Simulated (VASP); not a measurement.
# Mg (Im-3m) in VASP: further runs

Mg is run at these levels: LDA; tasks: single point.

All numbers are computed with VASP 6.6.1; they aren't measurements. Logs are shortened: lines on timing, memory, paths and dates and some standing lists are left out, and cuts for length are marked.

## 1. The cell of the first run

Symmetry: Im-3m, No. 229, cubic system. The conventional cell has a = 3.545 Å, b = 3.545 Å, c = 3.545 Å, α = 90.00°, β = 90.00°, γ = 90.00°. Within 4.0 Å of Mg (site symmetry m-3m) lie 14 Mg at 3.07 to 3.54 Å.

## 2. Single point, LDA

Input file INCAR:

```
ALGO = Normal ; EDIFF = 1E-7
ENCUT = 520 ; GGA = CA
ISIF = 2 ; ISMEAR = 1
LASPH = T ; LCHARG = F
LREAL = F ; LWAVE = F
NBANDS = 7 ; NELM = 100
PREC = Accurate ; SIGMA = 0.1
```

Input file KPOINTS:

```
k-points
0
Gamma
  8 8 8
```

Input file POSCAR:

```
Mg
1.0
   -1.7722773715      1.7722773715      1.7722773715
    1.7722773715     -1.7722773715      1.7722773715
    1.7722773715      1.7722773715     -1.7722773715
Mg
1
Direct
    0.0000000000      0.0000000000      0.0000000000
```

Potentials or basis: VASP PAW LDA potentials, release 64 (Mg).

On the command line:

```sh
$ cat potpaw_LDA.64/Mg/POTCAR > POTCAR
$ mpirun -np 1 vasp_std > vasp.out
```

OUTCAR:

```text
EDIFF = 1E-7
   ENCUT = 520
   GGA = CA
   ISIF = 2
   ISMEAR = 1
   LASPH = T
   LREAL = F
   NELM = 100
   PREC = Accurate

 ion  position               nearest neighbor table
   1  0.000  0.000  0.000-

  LATTYP: Found a body centered cubic cell.
 ALAT       =     3.5445547430

  Lattice vectors:

 A1 = (  -1.7722773715,   1.7722773715,   1.7722773715)
 A2 = (   1.7722773715,  -1.7722773715,   1.7722773715)
 A3 = (   1.7722773715,   1.7722773715,  -1.7722773715)

Analysis of symmetry for initial positions (statically):
=====================================================================
 Subroutine PRICEL returns:
 Original cell was already a primitive cell.

 Routine SETGRP: Setting up the symmetry group for a
 body centered cubic supercell.

 Subroutine GETGRP returns: Found 48 space group operations
 (whereof 48 operations were pure point group operations)
 out of a pool of 48 trial point group operations.

The static configuration has the point symmetry O_h .

Analysis of symmetry for dynamics (positions and initial velocities):
=====================================================================
 Subroutine PRICEL returns:
 Original cell was already a primitive cell.

 Routine SETGRP: Setting up the symmetry group for a
 body centered cubic supercell.

 Subroutine GETGRP returns: Found 48 space group operations
 (whereof 48 operations were pure point group operations)
 out of a pool of 48 trial point group operations.

The dynamic configuration has the point symmetry O_h .

 Subroutine INISYM returns: Found 48 space group operations
 (whereof 48 operations are pure point group operations),
 and found     1 'primitive' translations

----------------------------------------------------------------------------------------

                                     Primitive cell

  volume of cell :      22.2667

  direct lattice vectors                    reciprocal lattice vectors
    -1.772277371  1.772277371  1.772277371     0.000000000  0.282122882  0.282122882
     1.772277371 -1.772277371  1.772277371     0.282122882  0.000000000  0.282122882
     1.772277371  1.772277371 -1.772277371     0.282122882  0.282122882  0.000000000

  length of vectors
     3.069674453  3.069674453  3.069674453     0.398982006  0.398982006  0.398982006

  position of ions in fractional coordinates (direct lattice)
     0.000000000  0.000000000  0.000000000

  ion indices of the primitive-cell ions
   primitive index   ion index
                 1           1

----------------------------------------------------------------------------------------

 KPOINTS: k-points

Automatic generation of k-mesh.
 Grid dimensions read from file:
 generate k-points for:    8    8    8

 Generating k-lattice:

  Cartesian coordinates                     Fractional coordinates (reciprocal lattice)
     0.000000000  0.035265360  0.035265360     0.125000000  0.000000000  0.000000000
     0.035265360  0.000000000  0.035265360     0.000000000  0.125000000  0.000000000
     0.035265360  0.035265360  0.000000000     0.000000000  0.000000000  0.125000000

  Length of vectors
     0.049872751  0.049872751  0.049872751

  Shift w.r.t. Gamma in fractional coordinates (k-lattice)
     0.000000000  0.000000000  0.000000000

 Subroutine IBZKPT returns following result:
 ===========================================

 Found     29 irreducible k-points:

 Following reciprocal coordinates:
            Coordinates               Weight
  0.000000  0.000000  0.000000      1.000000
  0.125000  0.000000  0.000000     12.000000
  0.250000  0.000000  0.000000     12.000000
  0.375000  0.000000  0.000000     12.000000
  0.500000  0.000000  0.000000      6.000000
  0.125000  0.125000  0.000000     24.000000
[... 16 lines left out ...]
 -0.250000  0.250000  0.250000      6.000000
 -0.375000  0.375000  0.250000     24.000000
 [... further k-points ...]
   k-points           NKPTS =     29   k-points in BZ     NKDIM =     29   number of bands    NBANDS=      7
   number of dos      NEDOS =    301   number of ions     NIONS =      1
   total plane-waves  NPLWV =  13824
   dimension x,y,z NGX =    24 NGY =   24 NGZ =   24
   dimension x,y,z NGXF=    48 NGYF=   48 NGZF=   48
   ions per type =               1
   NGX,Y,Z   is equivalent  to a cutoff of  13.00, 13.00, 13.00 a.u.
   NGXF,Y,Z  is equivalent  to a cutoff of  26.00, 26.00, 26.00 a.u.
 SYSTEM =  unknown system
   PREC   = accura    normal or accurate (medium, high low for compatibility)
   ISTART =      0    job   : 0-new  1-cont  2-samecut
   ICHARG =      2    charge: 1-file 2-atom 10-const
   ISPIN  =      1    spin polarized calculation?
   LNONCOLLINEAR =      F non collinear calculations
   LSORBIT =      F    spin-orbit coupling
   LASPH  =      T    aspherical Exc in radial PAW
   ENCUT  =  520.0 eV  38.22 Ry    6.18 a.u.   5.71  5.71  5.71*2*pi/ulx,y,z
   NELM   =    100;   NELMIN=  2; NELMDL= -5     # of ELM steps
   EDIFF  = 0.1E-06   stopping-criterion for ELM
   LREAL  =      F    real-space projection
   EDIFFG = 0.1E-05   stopping-criterion for IOM
   NSW    =      0    number of steps for IOM
   IBRION =     -1    ionic relax: 0-MD 1-quasi-New 2-CG
   NFREE  =      0    steps in history (QN), initial steepest desc. (CG)
   ISIF   =      2    stress and relaxation
   ISYM   =      2    0-nonsym 1-usesym 2-fastsym
   POTIM  = 0.5000    time-step for ionic-motion
   TEBEG  =    0.0;   TEEND  =   0.0 temperature during run
   PSTRESS=    0.0 pullay stress
   NELECT =       2.0000    total number of electrons
   NUPDOWN=      -1.0000    fix difference up-down
   EMIN   =  10.00;   EMAX   =-10.00  energy-range for DOS
   EFERMI =   0.00;   METHOD = LEGACY
   ISMEAR =     1;   SIGMA  =   0.10  broadening in eV -4-tet -1-fermi 0-gaus
   EFERMI_NEDOS =   21; number of points for ismear=-14 and -15
   IALGO  =     38    algorithm
   IMIX   =      4    mixing-type and parameters
     AMIX     =   0.40;   BMIX     =  1.00
     AMIX_MAG =   1.60;   BMIX_MAG =  1.00
  volume/ion in A,a.u.               =      22.27       150.26
  Fermi-wavevector in a.u.,A,eV,Ry     =   0.733162  1.385475  7.313488  0.537526
  Thomas-Fermi vector in A             =   1.825803
   LORBIT       =      0    0 simple, 1 ext, 2 COOP (PROOUT), +10 PAW based schemes
   GGA     = CA    functional components
   LHFCALC =     F    Hartree Fock is set to
   AEXX    =    0.0000 exact exchange contribution
   IVDW    =     0    specifies the selected vdW correction
   LEPSILON=     F    determine dielectric tensor
   LRPA    =     F    only Hartree local field effects (RPA)
 non-spin polarized calculation
 Methfessel and Paxton  Order N= 1 SIGMA  =   0.10
  energy-cutoff  :      520.00
  volume of cell :       22.27
 maximum number of plane-waves:       611
   NGX = 11   NGY = 11   NGZ = 11

 number of electron       2.0000000 magnetization

 Free energy of the ion-electron system (eV)
  ---------------------------------------------------
  ext. energy  EPLUGINS =         0.00000000
  ---------------------------------------------------
  free energy    TOTEN  =        -1.76872957 eV

  energy without entropy =       -1.76849168  energy(sigma->0) =       -1.76865027

 E-fermi :   2.5023     XC(G=0):  -8.7830

 val. band max:        2.4213158633   @ k =  -0.3750   0.5000   0.2500
 cond. band min:       2.5105714196   @ k =   0.5000   0.5000   0.2500
 fundamental gap:      0.0892555563
 Fermi energy:         2.5023117071

 k-point     1 :       0.0000    0.0000    0.0000
  band No.  band energies     occupation
      1      -4.4192      2.00000
      2      15.7761      0.00000
      3      15.7761      0.00000
      4      15.7761      0.00000
      5      17.8768      0.00000
      6      17.8784      0.00000
      7      17.8864      0.00000

 k-point     2 :       0.1250    0.0000    0.0000
  band No.  band energies     occupation
      1      -4.0449      2.00000
      2      12.5964      0.00000
      3      14.4396      0.00000
      4      14.5302      0.00000
      5      15.9081      0.00000
      6      16.5968      0.00000
      7      18.3781      0.00000

 k-point     3 :       0.2500    0.0000    0.0000
  band No.  band energies     occupation
      1      -2.9309      2.00000
      2       8.3487      0.00000
      3      12.7893      0.00000
      4      13.1755      0.00000
      5      14.3082      0.00000
      6      15.4869      0.00000
      7      19.5085      0.00000

 k-point     4 :       0.3750    0.0000    0.0000
  band No.  band energies     occupation
      1      -1.1043      2.00000
      2       4.5982      0.00000
      3      11.7358      0.00000
      4      12.3437      0.00000
      5      13.3417      0.00000
      6      14.6186      0.00000
      7      20.8324      0.00000

 k-point     5 :       0.5000    0.0000    0.0000
  band No.  band energies     occupation
      1       1.1457      2.00000
      2       1.7051      2.00000
      3      11.3794      0.00000
      4      12.0663      0.00000
      5      13.0197      0.00000
      6      14.2993      0.00000
      7      21.9412      0.00000
[... 161 lines left out ...]
 k-point    22 :       0.2500    0.2500    0.2500
  band No.  band energies     occupation
      1       3.8681     -0.00000
      2       3.8681     -0.00000
      3       3.8681     -0.00000
      4       5.6920      0.00000
      5      23.1200      0.00000
      6      23.1200      0.00000
      7      24.3786      0.00000

 k-point    23 :      -0.2500    0.2500    0.2500
  band No.  band energies     occupation
      1      -1.4655      2.00000
      2       9.1080      0.00000
      3       9.1080      0.00000
      4       9.6938      0.00000
      5      11.8453      0.00000
      6      18.6845      0.00000
      7      19.8213      0.00000

 k-point    24 :      -0.3750    0.3750    0.2500
  band No.  band energies     occupation
      1       0.3318      2.00000
      2       5.9156      0.00000
      3       8.1440      0.00000
      4       9.4903      0.00000
      5      12.0407      0.00000
      6      16.9875      0.00000
      7      18.5661      0.00000

 [... further k-points ...]

------------------------ aborting loop because EDIFF is reached ----------------------------------------

  FORCE on cell =-STRESS in cart. coord.  units (eV):
  Direction    XX          YY          ZZ          XY          YZ          ZX
  --------------------------------------------------------------------------------------
  -------------------------------------------------------------------------------------
  Total       -0.2213289     -0.2213289     -0.2213289      0.0000000     -0.0000000      0.0000000
  in kB      -15.9255171    -15.9255171    -15.9255171      0.0000000     -0.0000000      0.0000000
  external PRESSURE =     -15.9255171 kB  Pullay stress =       0.0000000 kB

 VOLUME and BASIS-vectors are now :
 -----------------------------------------------------------------------------
  energy-cutoff  :      520.00
  volume of cell :       22.27
      direct lattice vectors                 reciprocal lattice vectors
    -1.772277371  1.772277371  1.772277371     0.000000000  0.282122882  0.282122882
     1.772277371 -1.772277371  1.772277371     0.282122882  0.000000000  0.282122882
     1.772277371  1.772277371 -1.772277371     0.282122882  0.282122882  0.000000000

 POSITION                                       TOTAL-FORCE (eV/Angst)
 -----------------------------------------------------------------------------------
      0.00000      0.00000      0.00000         0.000000     -0.000000      0.000000
 -----------------------------------------------------------------------------------
    total drift:                               -0.000000      0.000000      0.000000

  FREE ENERGIE OF THE ION-ELECTRON SYSTEM (eV)
  ---------------------------------------------------
  free  energy   TOTEN  =        -1.7687295662 eV

  energy  without entropy=       -1.7684916759  energy(sigma->0) =       -1.76865027
```

It took 6.9 s on 1 thread of AMD EPYC 7R13, shared host; peak memory 0.09 GiB.

Results:

| Property | Result |
| --- | --- |
| Free energy | -1.7687 eV |
| Pressure | -1.6 GPa |
| Band gap on the k mesh | zero (band 1 reaches 6.55 eV, above the bottom of band 2 at 1.71 eV) |

Levels at points of the mesh, in eV from the Fermi level:
| k point | band 1 | band 2 | band 3 | band 4 | band 5 |
| --- | --- | --- | --- | --- | --- |
| (0.00, 0.00, 0.00) | -6.92 | 13.27 | 13.27 | 13.27 | 15.37 |
| (0.50, 0.00, 0.00) | -1.36 | -0.80 | 8.88 | 9.56 | 10.52 |
| (0.50, 0.50, 0.50) | 4.04 | 4.04 | 4.04 | 4.23 | 4.23 |

## 3. Single point, LDA

This run uses another cell than the first one, of 21.46 Å³/atom, 0.964 times its volume.

Input file INCAR:

```
  PREC = Accurate
  ENCUT = 520
  EDIFF = 1E-6
  ISMEAR = 1
  SIGMA = 0.1
  LREAL = False
  LASPH = True
  NELM = 60
  ALGO = Normal
  ISIF = 2
  LWAVE = False
  LCHARG = True
  GGA = CA
  LELF = True
  LVHAR = True
  NBANDS = 7
```

Input file KPOINTS:

```
Automatic mesh
0
Gamma
  8 8 8
```

Input file POSCAR:

```
Mg
1.0
   -1.7504972601      1.7504972601      1.7504972601
    1.7504972601     -1.7504972601      1.7504972601
    1.7504972601      1.7504972601     -1.7504972601
Mg
1
Direct
    0.0000000000      0.0000000000      0.0000000000
```

Potentials or basis: VASP PAW LDA potentials, release 64 (Mg).

On the command line:

```sh
$ cat potpaw_LDA.64/Mg/POTCAR > POTCAR
$ mpirun -np 1 vasp_std > vasp.out
```

OUTCAR:

```text
PREC = Accurate
   ENCUT = 520
   EDIFF = 1E-6
   ISMEAR = 1
   LREAL = False
   LASPH = True
   NELM = 60
   ISIF = 2
   GGA = CA

 ion  position               nearest neighbor table
   1  0.000  0.000  0.000-

  LATTYP: Found a body centered cubic cell.
 ALAT       =     3.5009945202

  Lattice vectors:

 A1 = (  -1.7504972601,   1.7504972601,   1.7504972601)
 A2 = (   1.7504972601,  -1.7504972601,   1.7504972601)
 A3 = (   1.7504972601,   1.7504972601,  -1.7504972601)

Analysis of symmetry for initial positions (statically):
=====================================================================
 Subroutine PRICEL returns:
 Original cell was already a primitive cell.

 Routine SETGRP: Setting up the symmetry group for a
 body centered cubic supercell.

 Subroutine GETGRP returns: Found 48 space group operations
 (whereof 48 operations were pure point group operations)
 out of a pool of 48 trial point group operations.

The static configuration has the point symmetry O_h .

Analysis of symmetry for dynamics (positions and initial velocities):
[... 159 lines left out ...]
 val. band max:        2.6834823723   @ k =   0.5000   0.5000   0.2500
 cond. band min:       2.9635070130   @ k =   0.3750   0.2500   0.0000
 fundamental gap:      0.2800246408
 Fermi energy:         2.6890527697

 k-point     1 :       0.0000    0.0000    0.0000
  band No.  band energies     occupation
      1      -4.3827      2.00000
      2      16.2265      0.00000
      3      16.2265      0.00000
      4      16.2265      0.00000
      5      18.3925      0.00000
      6      18.3925      0.00000
      7      18.5914      0.00000
[... 221 lines left out ...]
 k-point    24 :      -0.3750    0.3750    0.2500
  band No.  band energies     occupation
      1       0.4794      2.00000
      2       6.1853      0.00000
      3       8.4849      0.00000
      4       9.8326      0.00000
      5      12.5173      0.00000
      6      17.5671      0.00000
      7      19.1225      0.00000

 [... further k-points ...]

------------------------ aborting loop because EDIFF is reached ----------------------------------------

  FORCE on cell =-STRESS in cart. coord.  units (eV):
  Direction    XX          YY          ZZ          XY          YZ          ZX
  --------------------------------------------------------------------------------------
  -------------------------------------------------------------------------------------
  Total       -0.0343113     -0.0343113     -0.0343113      0.0000000      0.0000000      0.0000000
  in kB       -2.5621415     -2.5621415     -2.5621415      0.0000000      0.0000000      0.0000000
  external PRESSURE =      -2.5621415 kB  Pullay stress =       0.0000000 kB

 VOLUME and BASIS-vectors are now :
 -----------------------------------------------------------------------------
  energy-cutoff  :      520.00
  volume of cell :       21.46
      direct lattice vectors                 reciprocal lattice vectors
    -1.750497260  1.750497260  1.750497260     0.000000000  0.285633123  0.285633123
     1.750497260 -1.750497260  1.750497260     0.285633123  0.000000000  0.285633123
     1.750497260  1.750497260 -1.750497260     0.285633123  0.285633123  0.000000000

 POSITION                                       TOTAL-FORCE (eV/Angst)
 -----------------------------------------------------------------------------------
      0.00000      0.00000      0.00000         0.000000      0.000000      0.000000
 -----------------------------------------------------------------------------------
    total drift:                               -0.000000      0.000000     -0.000000

  FREE ENERGIE OF THE ION-ELECTRON SYSTEM (eV)
  ---------------------------------------------------
  free  energy   TOTEN  =        -1.7734875404 eV

  energy  without entropy=       -1.7728276084  energy(sigma->0) =       -1.77326756
```

stdout:

```text
POSCAR found type information on POSCAR Mg
 POSCAR found :  1 types and       1 ions
 scaLAPACK will be used
 LDA part: xc-table for (Slater(with rela. corr.)+CA(PZ))
 , standard interpolation
 POSCAR, INCAR and KPOINTS ok, starting setup
 FFT: planning ... GRIDC
 FFT: planning ... GRID_SOFT
 FFT: planning ... GRID
 WAVECAR not read
 entering main loop
```

Run time: 7.2 s. Hardware: 1 thread of AMD EPYC 7R13, shared host; peak memory 0.09 GiB.

Results:

```yaml
Free_energy: -1.7735 eV
Pressure: -0.3 GPa
Band_gap_on_the_k_mesh: zero (band 1 reaches 6.86 eV, above the bottom of band 2 at 1.91 eV)
```
